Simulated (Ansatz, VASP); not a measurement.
# RbCl2: VASP beside Ansatz

```xyz
3
Lattice="4.4464 0.0000 0.0000 0.0000 4.4464 0.0000 0.0000 0.0000 5.3739" Properties=species:S:1:pos:R:3 pbc="T T T"
Rb    0.0000    0.0000    0.0000
Cl    2.2232    2.2232    1.3555
Cl    2.2232    2.2232    4.0184
```

Alike in both runs: task relaxation of cell and atoms; functional PBE; k mesh 10 × 10 × 10; occupations gaussian, width 0.1 eV; no spin polarisation.

```csv
,VASP,Ansatz
version,VASP 6.6.1,Ansatz 0.2.0
potentials or method,"VASP PAW PBE potentials, release 64 (Rb_sv, Cl), cutoff 600 eV","scalar-relativistic, plane waves, PAW"
valence electrons in the cell,23,23
```

|  | VASP | Ansatz | Ansatz less VASP |
| --- | --- | --- | --- |
| gap on the k mesh at the Fermi level, each at its own relaxed structure (eV) | none | none | - |
| relaxed volume (Å³/atom) | 35.26 | 35.26 | -0.003 |
| relaxed length of the cell vector where the two differ most in proportion (Å) | 4.447 | 4.447 | -0.0003 |

A gap of «none» marks a metal or a gap that the smearing closes.
